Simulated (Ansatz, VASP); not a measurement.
## One calculation of PbO, two programs

```xyz
4
Lattice="4.0123 0.0000 0.0000 0.0000 4.0123 0.0000 0.0000 0.0000 30.7487" Properties=species:S:1:pos:R:3 pbc="T T T"
Pb    0.0000    2.0061   14.1676
Pb    2.0061    0.0000   16.5811
O     0.0000    0.0000   15.3744
O     2.0061    2.0061   15.3744
```

Alike in both runs: functional PBE; dispersion D3(BJ); k mesh 6 × 6 × 1; occupations gaussian, width 0.02 eV; no spin polarisation.

Ansatz relaxed the structure, and its values are those at the end. VASP's run is a single point on that final structure, the one shown.

```csv
,VASP,Ansatz
version,VASP 6.6.1,Ansatz 0.2.0
potentials or method,"VASP PAW PBE potentials, release 64 (Pb_d, O), cutoff 520 eV","scalar-relativistic, plane waves, PAW"
valence electrons in the cell,40,40
```

```tsv
	VASP	Ansatz	Ansatz less VASP
gap on the k mesh at the Fermi level (eV)	2.58	2.59	+0.012
least direct gap on the mesh (eV)	2.58	2.59	+0.012
rms of the force components (eV/Å)	0.016	0.000	-0.0158
```

Ansatz's warnings: xc potential rough in thin density.

Neither program's run includes spin-orbit coupling.
